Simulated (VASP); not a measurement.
# Se (R-3) in VASP: further runs

The runs below take Se through electric field gradients, with PBE.

Program: VASP 6.6.1. These are calculated values, not measurements. Logs are shortened: lines on timing, memory, paths and dates and some standing lists are left out, and cuts for length are marked.

## (1) The cell of the first run

It takes space group R-3 (No. 148, trigonal). Conventional cell: a = 11.476 Å, b = 11.476 Å, c = 4.429 Å, α = 90.00°, β = 90.00°, γ = 120.00°. Se (site symmetry 1) has 2 Se at 2.37 Å within 3.1 Å.

## (2) Electric field gradients, PBE (equal xx and yy strain of +1 %)

Contents of INCAR:

```
SYSTEM = Se
PREC = Accurate ; ENCUT = 520
EDIFF = 1E-8 ; ISMEAR = -1
SIGMA = 0.01 ; LREAL = .False.
LASPH = .True. ; NELM = 60
ALGO = Normal ; ISIF = 2
LWAVE = .False. ; LCHARG = .False.
GGA = PE ; LEFG = .True.
NBANDS = 27
```

Contents of KPOINTS:

```
regular mesh
0
Gamma
  6 6 6
  0 0 0
```

Contents of POSCAR:

```
Se
1.0
    5.7378098605      3.3127260675      1.4763300000
   -5.7378098605      3.3127260675      1.4763300000
    0.0000000000     -6.6254521351      1.4763300000
Se
6
Direct
    0.2806600000      0.1625100000      0.9181800000
    0.9181800000      0.2806600000      0.1625100000
    0.1625100000      0.9181800000      0.2806600000
    0.7193400000      0.8374900000      0.0818200000
    0.0818200000      0.7193400000      0.8374900000
    0.8374900000      0.0818200000      0.7193400000
```

Potentials or basis: VASP PAW PBE potentials, release 64 (Se).

Started as:

```bash
$ cat potpaw_PBE.64/Se/POTCAR > POTCAR
$ mpirun -np 1 vasp_std > vasp.out
```

OUTCAR:

```text
SYSTEM = Se
   PREC = Accurate
   ENCUT = 520
   EDIFF = 1E-8
   ISMEAR = -1
   LREAL = .False.
   LASPH = .True.
   NELM = 60
   ISIF = 2
   GGA = PE

 ion  position               nearest neighbor table
   1  0.281  0.163  0.918-   5 2.37   6 2.37
   2  0.918  0.281  0.163-   4 2.37   6 2.37
   3  0.163  0.918  0.281-   4 2.37   5 2.37
   4  0.719  0.837  0.082-   2 2.37   3 2.37
   5  0.082  0.719  0.837-   1 2.37   3 2.37
   6  0.837  0.082  0.719-   1 2.37   2 2.37

  LATTYP: Found a trigonal (rhomboedric) cell.
 ALAT       =     6.7879427121
 COS(alpha) =    -0.4290451948

  Lattice vectors:

 A1 = (   5.7378098605,   3.3127260675,   1.4763300000)
 A2 = (  -5.7378098605,   3.3127260675,   1.4763300000)
 A3 = (   0.0000000000,  -6.6254521351,   1.4763300000)

Analysis of symmetry for initial positions (statically):
=====================================================================
 Subroutine PRICEL returns:
 Original cell was already a primitive cell.

 Routine SETGRP: Setting up the symmetry group for a
 trigonal (rhombohedral) supercell.

 Subroutine GETGRP returns: Found  6 space group operations
 (whereof  6 operations were pure point group operations)
 out of a pool of 12 trial point group operations.

The static configuration has the point symmetry S_6 .

Analysis of symmetry for dynamics (positions and initial velocities):
=====================================================================
 Subroutine PRICEL returns:
 Original cell was already a primitive cell.

 Routine SETGRP: Setting up the symmetry group for a
 trigonal (rhombohedral) supercell.

 Subroutine GETGRP returns: Found  6 space group operations
 (whereof  6 operations were pure point group operations)
 out of a pool of 12 trial point group operations.

The dynamic configuration has the point symmetry S_6 .

 Subroutine INISYM returns: Found  6 space group operations
 (whereof  6 operations are pure point group operations),
 and found     1 'primitive' translations

----------------------------------------------------------------------------------------

                                     Primitive cell

  volume of cell :     168.3706

  direct lattice vectors                    reciprocal lattice vectors
     5.737809860  3.312726067  1.476330000     0.087141263  0.050311032  0.225785111
    -5.737809860  3.312726067  1.476330000    -0.087141263  0.050311032  0.225785111
     0.000000000 -6.625452135  1.476330000     0.000000000 -0.100622064  0.225785111

  length of vectors
     6.787942712  6.787942712  6.787942712     0.247191659  0.247191659  0.247191659

  position of ions in fractional coordinates (direct lattice)
     0.280660000  0.162510000  0.918180000
     0.918180000  0.280660000  0.162510000
     0.162510000  0.918180000  0.280660000
     0.719340000  0.837490000  0.081820000
     0.081820000  0.719340000  0.837490000
     0.837490000  0.081820000  0.719340000

  ion indices of the primitive-cell ions
   primitive index   ion index
                 1           1
                 2           2
                 3           3
                 4           4
                 5           5
                 6           6

----------------------------------------------------------------------------------------

 KPOINTS: regular mesh

Automatic generation of k-mesh.
 Grid dimensions read from file:
 generate k-points for:    6    6    6

 Generating k-lattice:

[... 44 lines left out ...]
   number of dos      NEDOS =    301   number of ions     NIONS =      6
   total plane-waves  NPLWV = 125000
   dimension x,y,z NGX =    50 NGY =   50 NGZ =   50
   dimension x,y,z NGXF=   100 NGYF=  100 NGZF=  100
   ions per type =               6
   NGX,Y,Z   is equivalent  to a cutoff of  12.25, 12.25, 12.25 a.u.
   NGXF,Y,Z  is equivalent  to a cutoff of  24.49, 24.49, 24.49 a.u.
 SYSTEM =  Se
   PREC   = accura    normal or accurate (medium, high low for compatibility)
   ISTART =      0    job   : 0-new  1-cont  2-samecut
   ICHARG =      2    charge: 1-file 2-atom 10-const
   ISPIN  =      1    spin polarized calculation?
   LNONCOLLINEAR =      F non collinear calculations
   LSORBIT =      F    spin-orbit coupling
   LASPH  =      T    aspherical Exc in radial PAW
   ENCUT  =  520.0 eV  38.22 Ry    6.18 a.u.  12.62 12.62 12.62*2*pi/ulx,y,z
   NELM   =     60;   NELMIN=  2; NELMDL= -5     # of ELM steps
   EDIFF  = 0.1E-07   stopping-criterion for ELM
   LREAL  =      F    real-space projection
   EDIFFG = 0.1E-06   stopping-criterion for IOM
   NSW    =      0    number of steps for IOM
   IBRION =     -1    ionic relax: 0-MD 1-quasi-New 2-CG
   NFREE  =      0    steps in history (QN), initial steepest desc. (CG)
   ISIF   =      2    stress and relaxation
   ISYM   =      2    0-nonsym 1-usesym 2-fastsym
   POTIM  = 0.5000    time-step for ionic-motion
   TEBEG  =    0.0;   TEEND  =   0.0 temperature during run
   PSTRESS=    0.0 pullay stress
   NELECT =      36.0000    total number of electrons
   NUPDOWN=      -1.0000    fix difference up-down
   EMIN   =  10.00;   EMAX   =-10.00  energy-range for DOS
   EFERMI =   0.00;   METHOD = LEGACY
   ISMEAR =    -1;   SIGMA  =   0.01  broadening in eV -4-tet -1-fermi 0-gaus
   EFERMI_NEDOS =   21; number of points for ismear=-14 and -15
   IALGO  =     38    algorithm
   IMIX   =      4    mixing-type and parameters
     AMIX     =   0.40;   BMIX     =  1.00
     AMIX_MAG =   1.60;   BMIX_MAG =  1.00
  volume/ion in A,a.u.               =      28.06       189.37
  Fermi-wavevector in a.u.,A,eV,Ry     =   0.978934  1.849918 13.038631  0.958312
  Thomas-Fermi vector in A             =   2.109748
   LORBIT       =      0    0 simple, 1 ext, 2 COOP (PROOUT), +10 PAW based schemes
   GGA     = PE    functional components
   LHFCALC =     F    Hartree Fock is set to
   AEXX    =    0.0000 exact exchange contribution
   IVDW    =     0    specifies the selected vdW correction
   LEPSILON=     F    determine dielectric tensor
   LRPA    =     F    only Hartree local field effects (RPA)
 non-spin polarized calculation
  energy-cutoff  :      520.00
  volume of cell :      168.37
 maximum number of plane-waves:      4565
   NGX = 25   NGY = 25   NGZ = 25

 number of electron      35.9999999 magnetization

 Free energy of the ion-electron system (eV)
  ---------------------------------------------------
  ext. energy  EPLUGINS =         0.00000000
  ---------------------------------------------------
  free energy    TOTEN  =       -20.74138161 eV

  energy without entropy =      -20.74138161  energy(sigma->0) =      -20.74138161

 E-fermi :   2.4852     XC(G=0):  -8.7135

 val. band max:        2.2202465554   @ k =   0.5000   0.5000   0.5000
 cond. band min:       3.3185678856   @ k =  -0.1667   0.1667   0.1667
 fundamental gap:      1.0983213302
 Fermi energy:         2.4851615905

 k-point     1 :       0.0000    0.0000    0.0000
  band No.  band energies     occupation
      1     -13.4310      2.00000
      2     -11.7709      2.00000
      3     -11.7709      2.00000
      4      -9.5927      2.00000
      5      -9.5927      2.00000
      6      -7.9637      2.00000
[... 709 lines left out ...]
     26       8.2927      0.00000
     27       8.8578      0.00000

 [... further k-points ...]
[... 5 lines left out ...]
  --------------------------------------------------------------------------------------
  -------------------------------------------------------------------------------------
  Total        1.3951733      1.3951733      1.8899641      0.0000004     -0.0000000      0.0000000
  in kB       13.2761567     13.2761567     17.9844750      0.0000040     -0.0000000      0.0000000
  external PRESSURE =      14.8455961 kB  Pullay stress =       0.0000000 kB

 VOLUME and BASIS-vectors are now :
 -----------------------------------------------------------------------------
  energy-cutoff  :      520.00
  volume of cell :      168.37
      direct lattice vectors                 reciprocal lattice vectors
     5.737809860  3.312726067  1.476330000     0.087141263  0.050311032  0.225785111
    -5.737809860  3.312726067  1.476330000    -0.087141263  0.050311032  0.225785111
     0.000000000 -6.625452135  1.476330000     0.000000000 -0.100622064  0.225785111

 POSITION                                       TOTAL-FORCE (eV/Angst)
 -----------------------------------------------------------------------------------
      0.67792     -4.61526      2.00980         0.117872      0.162517      0.133506
      3.65797      2.89473      2.00980        -0.199680      0.020822      0.133506
     -4.33589      1.72053      2.00980         0.081808     -0.183339      0.133506
     -0.67792      4.61526      2.41919        -0.117872     -0.162517     -0.133506
     -3.65797     -2.89473      2.41919         0.199680     -0.020822     -0.133506
      4.33589     -1.72053      2.41919        -0.081808      0.183339     -0.133506
 -----------------------------------------------------------------------------------
    total drift:                                0.000000     -0.000000     -0.000000

  FREE ENERGIE OF THE ION-ELECTRON SYSTEM (eV)
  ---------------------------------------------------
  free  energy   TOTEN  =       -20.7413816060 eV

  energy  without entropy=      -20.7413816060  energy(sigma->0) =      -20.74138161

 Electric field gradients (V/A^2)
---------------------------------------------------------------------
 ion       V_xx      V_yy      V_zz      V_xy      V_xz      V_yz
---------------------------------------------------------------------
   1     314.403   -99.283  -215.120  -132.874   143.323   356.640
   2    -110.934   326.054  -215.120  -112.694  -380.521   -54.199
   3     119.210    95.909  -215.120   245.568   237.198  -302.441
   4     314.403   -99.283  -215.120  -132.874   143.323   356.640
   5    -110.934   326.054  -215.120  -112.694  -380.521   -54.199
   6     119.210    95.909  -215.120   245.568   237.198  -302.441
---------------------------------------------------------------------

 Electric field gradients after diagonalization (V/A^2)
 (convention: |V_zz| > |V_xx| > |V_yy|)
----------------------------------------------------------------------
 ion       V_xx      V_yy      V_zz     asymmetry (V_yy - V_xx)/ V_zz
----------------------------------------------------------------------
   1     358.336   203.686  -562.022       0.275
   2     358.336   203.686  -562.022       0.275
   3     358.336   203.686  -562.022       0.275
   4     358.336   203.686  -562.022       0.275
   5     358.336   203.686  -562.022       0.275
   6     358.336   203.686  -562.022       0.275
----------------------------------------------------------------------

           NMR quadrupolar parameters

 Cq : quadrupolar parameter    Cq=e*Q*V_zz/h
 eta: asymmetry parameters     (V_yy - V_xx)/ V_zz
 Q  : nuclear electric quadrupole moment in mb (millibarn)
----------------------------------------------------------------------
 ion       Cq(MHz)       eta       Q (mb)
----------------------------------------------------------------------
   1      -1.359       0.275       1.000
   2      -1.359       0.275       1.000
   3      -1.359       0.275       1.000
   4      -1.359       0.275       1.000
   5      -1.359       0.275       1.000
   6      -1.359       0.275       1.000
----------------------------------------------------------------------
```

It took 4.7 min on 1 thread of AMD EPYC 7R43 (Zen 3), shared host; peak memory 0.35 GiB.

What came out:

- Free energy: -20.7414 eV
- Pressure: 1.5 GPa
- Largest force: 0.241 eV/Å
- Band gap on the k mesh: 1.10 eV, indirect (least direct gap 1.34 eV)

Forces in eV/Å, atoms in the order of the input:
```
Se   0.118  0.163  0.134
Se  -0.200  0.021  0.134
Se   0.082 -0.183  0.134
Se  -0.118 -0.163 -0.134
Se   0.200 -0.021 -0.134
Se  -0.082  0.183 -0.134
```

Stress tensor (GPa, compression positive):
```
1.33 0.00 0.00
0.00 1.33 0.00
0.00 0.00 1.80
```

Levels at points of the mesh, in eV from the valence-band top:
```tsv
k point	band 15	band 16	band 17	band 18	band 19	band 20	band 21	band 22
(0.00, 0.00, 0.00)	-0.82	-0.82	-0.70	-0.70	1.63	1.63	2.44	2.72
(0.50, 0.00, 0.00)	-1.31	-0.97	-0.41	-0.38	1.59	1.77	2.48	2.91
(0.50, 0.50, 0.00)	-1.38	-1.16	-0.90	-0.43	1.37	1.65	2.22	2.86
(0.50, 0.50, 0.50)	-1.56	-1.32	-1.32	0.00	1.34	1.34	1.82	3.45
```

Electric field gradients, principal values (V/Å²):
| atom | least | middle | greatest (by size) |
| --- | --- | --- | --- |
| 1 Se | 203.686 | 358.336 | -562.022 |
| 2 Se | 203.686 | 358.336 | -562.022 |
| 3 Se | 203.686 | 358.336 | -562.022 |
| 4 Se | 203.686 | 358.336 | -562.022 |
| 5 Se | 203.686 | 358.336 | -562.022 |
| 6 Se | 203.686 | 358.336 | -562.022 |

Caveat: the cell differs from its parent crystal (equal xx and yy strain of +1 %); without QUAD_EFG the Cq values of the log hold for a quadrupole moment of 1 mb, not for the nuclei. A k mesh can miss the band edges.

## (3) Electric field gradients, PBE (volume scaled by 1.04)

Contents of INCAR:

```
SYSTEM = Se
PREC = Accurate
ENCUT = 520
EDIFF = 1E-8
ISMEAR = -1
SIGMA = 0.01
LREAL = .False.
LASPH = .True.
NELM = 80
ALGO = Normal
ISIF = 2
LWAVE = .False.
LCHARG = .False.
GGA = PE
LEFG = .True.
NBANDS = 27
```

Contents of KPOINTS:

```
Automatic mesh
0
Gamma
  6 6 6
  0 0 0
```

Edit POSCAR of step 2 so:

```diff
@@ -2,5 +2,5 @@
 1.0
-    5.7378098605      3.3127260675      1.4763300000
-   -5.7378098605      3.3127260675      1.4763300000
-    0.0000000000     -6.6254521351      1.4763300000
+    5.7557584332      3.3230886808      1.4957576226
+   -5.7557584332      3.3230886808      1.4957576226
+    0.0000000000     -6.6461773616      1.4957576226
 Se
```

Potentials or basis: VASP PAW PBE potentials, release 64 (Se).

Started as:

```bash
$ cat potpaw_PBE.64/Se/POTCAR > POTCAR
$ mpirun -np 1 vasp_std > vasp.out
```

OUTCAR:

```text
SYSTEM = Se
   PREC = Accurate
   ENCUT = 520
   EDIFF = 1E-8
   ISMEAR = -1
   LREAL = .False.
   LASPH = .True.
   NELM = 80
   ISIF = 2
   GGA = PE

 ion  position               nearest neighbor table
   1  0.281  0.163  0.918-   6 2.39   5 2.39
   2  0.918  0.281  0.163-   4 2.39   6 2.39
   3  0.163  0.918  0.281-   4 2.39   5 2.39
   4  0.719  0.837  0.082-   3 2.39   2 2.39
   5  0.082  0.719  0.837-   1 2.39   3 2.39
   6  0.837  0.082  0.719-   1 2.39   2 2.39

  LATTYP: Found a trigonal (rhomboedric) cell.
 ALAT       =     6.8124125233
 COS(alpha) =    -0.4276877573

  Lattice vectors:

 A1 = (   5.7557584332,   3.3230886808,   1.4957576226)
 A2 = (  -5.7557584332,   3.3230886808,   1.4957576226)
 A3 = (   0.0000000000,  -6.6461773616,   1.4957576226)

Analysis of symmetry for initial positions (statically):
=====================================================================
 Subroutine PRICEL returns:
 Original cell was already a primitive cell.

[... 933 lines left out ...]
 -----------------------------------------------------------------------------------
    total drift:                               -0.000000      0.000000      0.000000

  FREE ENERGIE OF THE ION-ELECTRON SYSTEM (eV)
  ---------------------------------------------------
  free  energy   TOTEN  =       -20.7676000280 eV

  energy  without entropy=      -20.7676000280  energy(sigma->0) =      -20.76760003

 Electric field gradients (V/A^2)
---------------------------------------------------------------------
 ion       V_xx      V_yy      V_zz      V_xy      V_xz      V_yz
---------------------------------------------------------------------
   1     314.452  -105.067  -209.385  -134.826   145.083   360.660
   2    -116.950   326.335  -209.385  -114.244  -384.882   -54.684
   3     116.576    92.809  -209.385   249.070   239.799  -305.976
   4     314.452  -105.067  -209.385  -134.826   145.083   360.660
   5    -116.950   326.335  -209.385  -114.244  -384.882   -54.684
   6     116.576    92.809  -209.385   249.070   239.799  -305.976
---------------------------------------------------------------------

 Electric field gradients after diagonalization (V/A^2)
 (convention: |V_zz| > |V_xx| > |V_yy|)
----------------------------------------------------------------------
 ion       V_xx      V_yy      V_zz     asymmetry (V_yy - V_xx)/ V_zz
----------------------------------------------------------------------
   1     359.248   206.885  -566.133       0.269
   2     359.248   206.885  -566.133       0.269
   3     359.248   206.885  -566.133       0.269
   4     359.248   206.885  -566.133       0.269
   5     359.248   206.885  -566.133       0.269
   6     359.248   206.885  -566.133       0.269
----------------------------------------------------------------------

           NMR quadrupolar parameters

 Cq : quadrupolar parameter    Cq=e*Q*V_zz/h
 eta: asymmetry parameters     (V_yy - V_xx)/ V_zz
 Q  : nuclear electric quadrupole moment in mb (millibarn)
----------------------------------------------------------------------
 ion       Cq(MHz)       eta       Q (mb)
----------------------------------------------------------------------
   1      -1.369       0.269       1.000
   2      -1.369       0.269       1.000
   3      -1.369       0.269       1.000
   4      -1.369       0.269       1.000
   5      -1.369       0.269       1.000
   6      -1.369       0.269       1.000
----------------------------------------------------------------------
```

Run time: 3.7 min. Hardware: 1 thread of Intel Xeon Platinum 8375C at 2.90GHz (Ice Lake), shared host; peak memory 0.45 GiB.

What came out:

```
Free energy            : -20.7676 eV
Pressure               : 0.7 GPa
Largest force          : 0.106 eV/Å
Band gap on the k mesh : 1.13 eV, indirect (least direct gap 1.37 eV)
```

Forces in eV/Å, atoms in the order of the input:
```
Se   0.086  0.063 -0.003
Se  -0.097  0.043 -0.003
Se   0.012 -0.106 -0.003
Se  -0.086 -0.063  0.003
Se   0.097 -0.043  0.003
Se  -0.012  0.106  0.003
```

Stress tensor (GPa, compression positive):
```
0.42 0.00 0.00
0.00 0.42 0.00
0.00 0.00 1.15
```

Electric field gradients, principal values (V/Å²):
| atom | least | middle | greatest (by size) |
| --- | --- | --- | --- |
| 1 Se | 206.885 | 359.248 | -566.133 |
| 2 Se | 206.885 | 359.248 | -566.133 |
| 3 Se | 206.885 | 359.248 | -566.133 |
| 4 Se | 206.885 | 359.248 | -566.133 |
| 5 Se | 206.885 | 359.248 | -566.133 |
| 6 Se | 206.885 | 359.248 | -566.133 |

Caveat: without QUAD_EFG the Cq values of the log hold for a quadrupole moment of 1 mb, not for the nuclei. A k mesh can miss the band edges.

(Part 1 of 2 ends here.)
